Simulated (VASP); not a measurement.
# Mg6O5 (a cell with a defect) in VASP: a series of runs, part 2 of 2

VASP 6.6.1. Earlier steps stand in the parts before.

## 3. Single point, PBEsol

Input file INCAR:

```
ALGO     = Normal         # electronic algorithm
EDIFF    = 1E-6           # SCF threshold, eV
ENCUT    = 520            # plane-wave cutoff, eV
GGA      = PS             # functional
ISIF     = 2              # what is computed and relaxed
ISMEAR   = 0              # smearing method
LASPH    = True           # aspherical terms in the spheres
LCHARG   = False          # write CHGCAR
LREAL    = False          # projectors in reciprocal space
LWAVE    = False          # write WAVECAR
NBANDS   = 32             # bands
NELM     = 60             # most SCF steps
PREC     = Accurate       # precision mode
SIGMA    = 0.05           # smearing width, eV
```

Input file KPOINTS:

```
k-points
0
Gamma
  4 4 4
```

Input file POSCAR:

```
Mg6O5
1.0
    5.5908553621      0.0000000000      0.0000000000
    0.0000000000      5.5908553621      0.0000000000
    0.0000000000      0.0000000000      5.5908553621
Mg O
6 5
Direct
    0.2500000000      0.0000000000      0.5000000000
    0.0000000000      0.5000000000      0.2500000000
    0.5000000000      0.7500000000      0.0000000000
    0.7500000000      0.0000000000      0.5000000000
    0.0000000000      0.5000000000      0.7500000000
    0.5000000000      0.2500000000      0.0000000000
    0.5000000000      0.0000000000      0.2500000000
    0.0000000000      0.7500000000      0.5000000000
    0.9375000000      0.3747955447      0.0000000000
    0.5000000000      0.0000000000      0.7500000000
    0.0000000000      0.2500000000      0.5000000000
```

Potentials or basis: VASP PAW PBE potentials, release 64 (Mg, O).

The run is started by

```console
$ cat potpaw_PBE.64/Mg/POTCAR potpaw_PBE.64/O/POTCAR > POTCAR
$ mpirun -np 1 vasp_std > vasp.out
```

OUTCAR:

```text
EDIFF = 1E-6
   ENCUT = 520
   GGA = PS
   ISIF = 2
   ISMEAR = 0
   LASPH = True
   LREAL = False
   NELM = 60
   PREC = Accurate

 ion  position               nearest neighbor table
   1  0.250  0.000  0.500-   7 1.98   8 1.98  10 1.98  11 1.98   4 2.80   4 2.80   2 3.42   5 3.42
                             6 3.42   3 3.42   6 3.42   2 3.42   5 3.42   3 3.42
   2  0.000  0.500  0.250-   9 1.60   8 1.98  11 1.98   5 2.80   5 2.80   3 3.42   4 3.42   1 3.42
                             6 3.42   1 3.42   4 3.42   3 3.42   6 3.42
   3  0.500  0.750  0.000-   7 1.98  10 1.98   6 2.80   6 2.80   1 3.42   2 3.42   4 3.42   1 3.42
                             4 3.42   5 3.42   2 3.42   5 3.42
   4  0.750  0.000  0.500-   7 1.98   8 1.98  10 1.98  11 1.98   1 2.80   1 2.80   3 3.42   5 3.42
                             6 3.42   3 3.42   6 3.42   2 3.42   5 3.42   2 3.42
   5  0.000  0.500  0.750-   9 1.60   8 1.98  11 1.98   2 2.80   2 2.80   1 3.42   3 3.42   4 3.42
                             6 3.42   1 3.42   4 3.42   3 3.42   6 3.42
   6  0.500  0.250  0.000-   7 1.98  10 1.98   9 2.54   3 2.80   3 2.80   2 3.42   1 3.42   4 3.42
                             1 3.42   4 3.42   5 3.42   2 3.42   5 3.42
   7  0.500  0.000  0.250-   1 1.98   3 1.98   4 1.98   6 1.98
   8  0.000  0.750  0.500-   1 1.98   2 1.98   4 1.98   5 1.98
   9  0.938  0.375  0.000-   2 1.60   5 1.60   6 2.54
  10  0.500  0.000  0.750-   1 1.98   3 1.98   4 1.98   6 1.98
  11  0.000  0.250  0.500-   1 1.98   2 1.98   4 1.98   5 1.98

  LATTYP: Found a simple cubic cell.
 ALAT       =     5.5908553621

  Lattice vectors:

 A1 = (   5.5908553621,   0.0000000000,   0.0000000000)
 A2 = (   0.0000000000,   5.5908553621,   0.0000000000)
 A3 = (   0.0000000000,   0.0000000000,   5.5908553621)

Analysis of symmetry for initial positions (statically):
=====================================================================
 Subroutine PRICEL returns:
 Original cell was already a primitive cell.

 Routine SETGRP: Setting up the symmetry group for a
 simple cubic supercell.

 Subroutine GETGRP returns: Found  2 space group operations
 (whereof  2 operations were pure point group operations)
 out of a pool of 48 trial point group operations.

The static configuration has the point symmetry C_1h.

Analysis of symmetry for dynamics (positions and initial velocities):
=====================================================================
 Subroutine PRICEL returns:
 Original cell was already a primitive cell.

 Routine SETGRP: Setting up the symmetry group for a
 simple cubic supercell.

 Subroutine GETGRP returns: Found  2 space group operations
 (whereof  2 operations were pure point group operations)
 out of a pool of 48 trial point group operations.

The dynamic configuration has the point symmetry C_1h.

 Subroutine INISYM returns: Found  2 space group operations
 (whereof  2 operations are pure point group operations),
 and found     1 'primitive' translations

----------------------------------------------------------------------------------------

                                     Primitive cell

[... 89 lines left out ...]
 [... further k-points ...]
   k-points           NKPTS =     30   k-points in BZ     NKDIM =     30   number of bands    NBANDS=     32
   number of dos      NEDOS =    301   number of ions     NIONS =     11
   total plane-waves  NPLWV =  74088
   dimension x,y,z NGX =    42 NGY =   42 NGZ =   42
   dimension x,y,z NGXF=    84 NGYF=   84 NGZF=   84
   ions per type =               6   5
   NGX,Y,Z   is equivalent  to a cutoff of  12.49, 12.49, 12.49 a.u.
   NGXF,Y,Z  is equivalent  to a cutoff of  24.98, 24.98, 24.98 a.u.
 SYSTEM =  unknown system
   PREC   = accura    normal or accurate (medium, high low for compatibility)
   ISTART =      0    job   : 0-new  1-cont  2-samecut
   ICHARG =      2    charge: 1-file 2-atom 10-const
   ISPIN  =      1    spin polarized calculation?
   LNONCOLLINEAR =      F non collinear calculations
   LSORBIT =      F    spin-orbit coupling
   LASPH  =      T    aspherical Exc in radial PAW
   ENCUT  =  520.0 eV  38.22 Ry    6.18 a.u.  10.40 10.40 10.40*2*pi/ulx,y,z
   NELM   =     60;   NELMIN=  2; NELMDL= -5     # of ELM steps
   EDIFF  = 0.1E-05   stopping-criterion for ELM
   LREAL  =      F    real-space projection
   EDIFFG = 0.1E-04   stopping-criterion for IOM
   NSW    =      0    number of steps for IOM
   IBRION =     -1    ionic relax: 0-MD 1-quasi-New 2-CG
   NFREE  =      0    steps in history (QN), initial steepest desc. (CG)
   ISIF   =      2    stress and relaxation
   ISYM   =      2    0-nonsym 1-usesym 2-fastsym
   POTIM  = 0.5000    time-step for ionic-motion
   TEBEG  =    0.0;   TEEND  =   0.0 temperature during run
   PSTRESS=    0.0 pullay stress
   NELECT =      42.0000    total number of electrons
   NUPDOWN=      -1.0000    fix difference up-down
   EMIN   =  10.00;   EMAX   =-10.00  energy-range for DOS
   EFERMI =   0.00;   METHOD = LEGACY
   ISMEAR =     0;   SIGMA  =   0.05  broadening in eV -4-tet -1-fermi 0-gaus
   EFERMI_NEDOS =   21; number of points for ismear=-14 and -15
   IALGO  =     38    algorithm
   IMIX   =      4    mixing-type and parameters
     AMIX     =   0.40;   BMIX     =  1.00
     AMIX_MAG =   1.60;   BMIX_MAG =  1.00
  volume/ion in A,a.u.               =      15.89       107.21
  Fermi-wavevector in a.u.,A,eV,Ry     =   1.017840  1.923439 14.095622  1.035999
  Thomas-Fermi vector in A             =   2.151264
   LORBIT       =      0    0 simple, 1 ext, 2 COOP (PROOUT), +10 PAW based schemes
   GGA     = PS    functional components
   LHFCALC =     F    Hartree Fock is set to
   AEXX    =    0.0000 exact exchange contribution
   IVDW    =     0    specifies the selected vdW correction
   LEPSILON=     F    determine dielectric tensor
   LRPA    =     F    only Hartree local field effects (RPA)
 non-spin polarized calculation
 Gauss-broadening in eV      SIGMA  =   0.05
  energy-cutoff  :      520.00
  volume of cell :      174.76
 maximum number of plane-waves:      4729
 NGX is ok and might be reduce to    42
   NGX = 21   NGY = 21   NGZ = 21

 number of electron      41.9999973 magnetization

 Free energy of the ion-electron system (eV)
  ---------------------------------------------------
  ext. energy  EPLUGINS =         0.00000000
  ---------------------------------------------------
  free energy    TOTEN  =       -57.55026599 eV

  energy without entropy =      -57.55026599  energy(sigma->0) =      -57.55026599

 E-fermi :   2.3315     XC(G=0):  -8.6054

 val. band max:        2.0502594987   @ k =   0.5000   0.5000   0.5000
 cond. band min:       2.5953645106   @ k =   0.0000   0.0000   0.5000
 fundamental gap:      0.5451050119
 Fermi energy:         2.3315469150

 k-point     1 :       0.0000    0.0000    0.0000
  band No.  band energies     occupation
      1     -16.3745      2.00000
      2     -16.0738      2.00000
      3     -15.6387      2.00000
      4     -15.6283      2.00000
      5     -15.1827      2.00000
      6      -3.7142      2.00000
[... 829 lines left out ...]
     31       9.2956      0.00000
     32      10.2063      0.00000

 [... further k-points ...]

------------------------ aborting loop because EDIFF is reached ----------------------------------------

  FORCE on cell =-STRESS in cart. coord.  units (eV):
  Direction    XX          YY          ZZ          XY          YZ          ZX
  --------------------------------------------------------------------------------------
  -------------------------------------------------------------------------------------
  Total       -1.0195186      5.4618009     22.3473562      2.2731362      0.0000000      0.0000000
  in kB       -9.3469721     50.0739298    204.8811310     20.8401704      0.0000000      0.0000000
  external PRESSURE =      81.8693629 kB  Pullay stress =       0.0000000 kB

 VOLUME and BASIS-vectors are now :
 -----------------------------------------------------------------------------
  energy-cutoff  :      520.00
  volume of cell :      174.76
      direct lattice vectors                 reciprocal lattice vectors
     5.590855362  0.000000000  0.000000000     0.178863508  0.000000000  0.000000000
     0.000000000  5.590855362  0.000000000     0.000000000  0.178863508  0.000000000
     0.000000000  0.000000000  5.590855362     0.000000000  0.000000000  0.178863508

 POSITION                                       TOTAL-FORCE (eV/Angst)
 -----------------------------------------------------------------------------------
      1.39771      0.00000      2.79543        -0.185135      0.261712     -0.000000
      0.00000      2.79543      1.39771         1.962980      2.437881      7.568127
      2.79543      4.19314      0.00000        -0.301024      0.949571     -0.000000
      4.19314      0.00000      2.79543         0.215678      0.418518     -0.000000
      0.00000      2.79543      4.19314         1.962980      2.437881     -7.568127
      2.79543      1.39771      0.00000         0.797783     -0.535396     -0.000000
      2.79543      0.00000      1.39771         0.025769     -0.097265     -0.152927
      0.00000      4.19314      2.79543        -0.155670     -0.055867     -0.000000
      5.24143      2.09543      0.00000        -4.555733     -5.782999     -0.000000
      2.79543      0.00000      4.19314         0.025769     -0.097265      0.152927
      0.00000      1.39771      2.79543         0.206603      0.063230     -0.000000
 -----------------------------------------------------------------------------------
    total drift:                               -0.000549     -0.000699     -0.000001

  FREE ENERGIE OF THE ION-ELECTRON SYSTEM (eV)
  ---------------------------------------------------
  free  energy   TOTEN  =       -57.5502659861 eV

  energy  without entropy=      -57.5502659861  energy(sigma->0) =      -57.55026599
```

Wall time 2.3 min (1 thread of Intel Xeon Platinum 8488C (Sapphire Rapids), shared host); peak memory 0.33 GiB.

What came out:

```yaml
Free_energy: -57.5503 eV
Pressure: 8.2 GPa
Largest_force: 8.190 eV/Å
Band_gap_on_the_k_mesh: 0.55 eV
```

Forces on the atoms (eV/Å):
```
Mg  -0.185  0.262  0.000
Mg   1.963  2.438  7.568
Mg  -0.301  0.950  0.000
Mg   0.216  0.419  0.000
Mg   1.963  2.438 -7.568
Mg   0.798 -0.535  0.000
O    0.026 -0.097 -0.153
O   -0.156 -0.056  0.000
O   -4.556 -5.783  0.000
O    0.026 -0.097  0.153
O    0.207  0.063  0.000
```

Caveat: the cell differs from its parent crystal (atoms taken out, atom 9 moved 0.375 of the way to it and -0.700 Å across, host rigid); the PAW data sets were made with another functional, which shifts forces and pressure a little.

## 4. Single point, PBEsol

Input file INCAR:

```
PREC = Accurate
ENCUT = 520
EDIFF = 1E-7
ISMEAR = 0
SIGMA = 0.05
LREAL = F
LASPH = T
NELM = 100
ALGO = Normal
ISIF = 2
LWAVE = F
LCHARG = F
GGA = PS
NBANDS = 32
```

Input file KPOINTS:

```
Automatic mesh
0
Gamma
  4 4 4
```

POSCAR, as its differences from that of step 3:

```diff
@@ -16,3 +16,3 @@
     0.0000000000      0.7500000000      0.5000000000
-    0.9375000000      0.3747955447      0.0000000000
+    0.6875000000      0.4373977724      0.0000000000
     0.5000000000      0.0000000000      0.7500000000
```

The run is started by

```console
$ cat potpaw_PBE.64/Mg/POTCAR potpaw_PBE.64/O/POTCAR > POTCAR
$ mpirun -np 1 vasp_std > vasp.out
```

Run time: 2.6 min. Hardware: 1 thread of Intel Xeon Platinum 8488C (Sapphire Rapids), shared host; peak memory 0.32 GiB.

Results (log left out):

```
Free energy            : -58.4310 eV
Pressure               : 6.1 GPa
Largest force          : 18.257 eV/Å
Band gap on the k mesh : 0.87 eV
```

Forces in eV/Å, atoms in the order of the input:
```
Mg    0.077   0.007   0.000
Mg   -0.506  -0.313   0.008
Mg   -0.209   0.009   0.000
Mg   -0.097   0.176   0.000
Mg   -0.506  -0.313  -0.008
Mg  -11.285 -11.788   0.000
O     0.017  -0.398   0.032
O    -0.265  -0.167   0.000
O    12.765  13.052   0.000
O     0.017  -0.398  -0.032
O    -0.007   0.132   0.000
```

Stress tensor (GPa, compression positive):
```
 7.82 11.19  0.00
11.19 10.85  0.00
 0.00  0.00 -0.23
```

Levels at points of the mesh, in eV from the valence-band top:
| k point | band 19 | band 20 | band 21 | band 22 | band 23 | band 24 |
| --- | --- | --- | --- | --- | --- | --- |
| (0.00, 0.00, 0.00) | -2.56 | -2.39 | -1.89 | 2.35 | 2.67 | 3.35 |
| (0.50, 0.00, 0.00) | -2.56 | -2.39 | -0.56 | 1.31 | 2.83 | 3.35 |
| (0.00, 0.50, 0.00) | -3.07 | -2.39 | -0.98 | 0.87 | 3.01 | 3.89 |
| (0.00, 0.00, 0.50) | -3.11 | -2.56 | -0.87 | 1.23 | 3.02 | 3.76 |
| (0.50, 0.50, 0.00) | -3.00 | -2.39 | -0.38 | 1.64 | 2.33 | 3.59 |
| (0.00, 0.50, 0.50) | -3.25 | -2.93 | -0.60 | 1.85 | 2.12 | 3.21 |
| (0.50, 0.00, 0.50) | -3.09 | -2.56 | -0.31 | 1.92 | 2.11 | 3.50 |
| (0.50, 0.50, 0.50) | -3.28 | -3.24 | 0.00 | 2.20 | 2.31 | 3.00 |

Caveat: the cell differs from its parent crystal (atoms taken out, atom 9 moved -0.125 of the way to it and -0.350 Å across, host rigid); the PAW data sets were made with another functional, which shifts forces and pressure a little.

## 5. Single point, PBEsol

Input file INCAR:

```
SYSTEM = Mg6O5
PREC = Accurate ; ENCUT = 520
EDIFF = 1E-6 ; ISMEAR = 0
SIGMA = 0.05 ; LREAL = .False.
LASPH = .True. ; NELM = 60
ALGO = Normal ; ISIF = 2
LWAVE = .False. ; LCHARG = .False.
GGA = PS ; NBANDS = 32
```

Input file KPOINTS:

```
regular mesh
0
Gamma
  4 4 4
  0 0 0
```

POSCAR, as its differences from that of step 4:

```diff
@@ -16,3 +16,3 @@
     0.0000000000      0.7500000000      0.5000000000
-    0.6875000000      0.4373977724      0.0000000000
+    0.8125000000      0.4373977724      0.0000000000
     0.5000000000      0.0000000000      0.7500000000
```

Potentials or basis: VASP PAW PBE potentials, release 64 (Mg, O).

The run is started by

```console
$ cat potpaw_PBE.64/Mg/POTCAR potpaw_PBE.64/O/POTCAR > POTCAR
$ mpirun -np 1 vasp_std > vasp.out
```

OUTCAR:

```text
SYSTEM = Mg6O5
   PREC = Accurate
   ENCUT = 520
   EDIFF = 1E-6
   ISMEAR = 0
   LREAL = .False.
   LASPH = .True.
   NELM = 60
   ISIF = 2
   GGA = PS

 ion  position               nearest neighbor table
   1  0.250  0.000  0.500-   7 1.98   8 1.98  10 1.98  11 1.98   4 2.80   4 2.80   2 3.42   5 3.42
                             6 3.42   3 3.42   6 3.42   2 3.42   5 3.42   3 3.42
   2  0.000  0.500  0.250-   9 1.78   8 1.98  11 1.98   5 2.80   5 2.80   3 3.42   4 3.42   1 3.42
                             6 3.42   1 3.42   4 3.42   3 3.42   6 3.42
   3  0.500  0.750  0.000-   7 1.98  10 1.98   9 2.47   6 2.80   6 2.80   2 3.42   4 3.42   5 3.42
[... 1075 lines left out ...]
 -----------------------------------------------------------------------------
  energy-cutoff  :      520.00
  volume of cell :      174.76
      direct lattice vectors                 reciprocal lattice vectors
     5.590855362  0.000000000  0.000000000     0.178863508  0.000000000  0.000000000
     0.000000000  5.590855362  0.000000000     0.000000000  0.178863508  0.000000000
     0.000000000  0.000000000  5.590855362     0.000000000  0.000000000  0.178863508

 POSITION                                       TOTAL-FORCE (eV/Angst)
 -----------------------------------------------------------------------------------
      1.39771      0.00000      2.79543        -0.057171      0.056147      0.000000
      0.00000      2.79543      1.39771         1.494043      0.022427      2.108230
      2.79543      4.19314      0.00000         0.028471      0.170361      0.000000
      4.19314      0.00000      2.79543         0.081488      0.227350      0.000000
      0.00000      2.79543      4.19314         1.494043      0.022427     -2.108230
      2.79543      1.39771      0.00000         0.606608     -0.325228      0.000000
      2.79543      0.00000      1.39771         0.089882     -0.190984     -0.099830
      0.00000      4.19314      2.79543        -0.210764     -0.064132      0.000000
      4.54257      2.44543      0.00000        -3.736895      0.247740      0.000000
      2.79543      0.00000      4.19314         0.089882     -0.190984      0.099830
      0.00000      1.39771      2.79543         0.120413      0.024875      0.000000
 -----------------------------------------------------------------------------------
    total drift:                               -0.000213     -0.000082      0.000000

  FREE ENERGIE OF THE ION-ELECTRON SYSTEM (eV)
  ---------------------------------------------------
  free  energy   TOTEN  =       -60.5762634687 eV

  energy  without entropy=      -60.5762634687  energy(sigma->0) =      -60.57626347
```

It took 2.5 min on 1 thread of Intel Xeon Platinum 8488C (Sapphire Rapids), shared host; peak memory 0.33 GiB.

What came out:

| Quantity | Value |
| --- | --- |
| Free energy | -60.5763 eV |
| Pressure | 1.9 GPa |
| Largest force | 3.745 eV/Å |
| Band gap on the k mesh | 0.88 eV |

Forces on the atoms (eV/Å):
```
Mg  -0.057  0.056  0.000
Mg   1.494  0.022  2.108
Mg   0.028  0.170  0.000
Mg   0.081  0.227  0.000
Mg   1.494  0.022 -2.108
Mg   0.607 -0.325  0.000
O    0.090 -0.191 -0.100
O   -0.211 -0.064  0.000
O   -3.737  0.248  0.000
O    0.090 -0.191  0.100
O    0.120  0.025  0.000
```

Levels at points of the mesh, in eV from the valence-band top:
```csv
k point,band 19,band 20,band 21,band 22,band 23,band 24
"(0.00, 0.00, 0.00)",-2.52,-2.41,-1.94,2.28,2.84,3.11
"(0.50, 0.00, 0.00)",-2.52,-2.41,-0.54,1.24,2.76,3.41
"(0.00, 0.50, 0.00)",-3.10,-2.52,-0.88,1.25,3.15,3.62
"(0.00, 0.00, 0.50)",-3.09,-2.41,-1.03,0.88,2.90,3.95
"(0.50, 0.50, 0.00)",-3.00,-2.52,-0.31,1.99,2.05,3.43
"(0.00, 0.50, 0.50)",-3.16,-2.92,-0.63,1.84,2.19,3.20
"(0.50, 0.00, 0.50)",-3.02,-2.41,-0.36,1.58,2.19,3.55
"(0.50, 0.50, 0.50)",-3.26,-3.21,0.00,2.16,2.40,2.84
```

Caveat: the cell differs from its parent crystal (atoms taken out, atom 9 moved 0.125 of the way to it and -0.350 Å across, host rigid); the PAW data sets were made with another functional, which shifts forces and pressure a little.

## 6. Overview

```tsv
cell	gap on the mesh (eV)	pressure (GPa)	largest force (eV/Å)
as given, atomic positions A	0.32	15.1	16.31
as given, atomic positions B	0.55	8.2	8.19
as given, atomic positions C	0.87	6.1	18.26
as given, atomic positions D	0.88	1.9	3.75
```

Alike in all rows: task single point; level PBEsol; potentials or basis VASP PAW PBE potentials, release 64 (Mg, O); no spin polarisation; k mesh 4 × 4 × 4; cutoff (eV) 520; smearing gaussian 0.05 eV.

Caveats: the PAW data sets were made with another functional, which shifts forces and pressure a little.

Absolute energies hang on the potentials; compare differences alone.
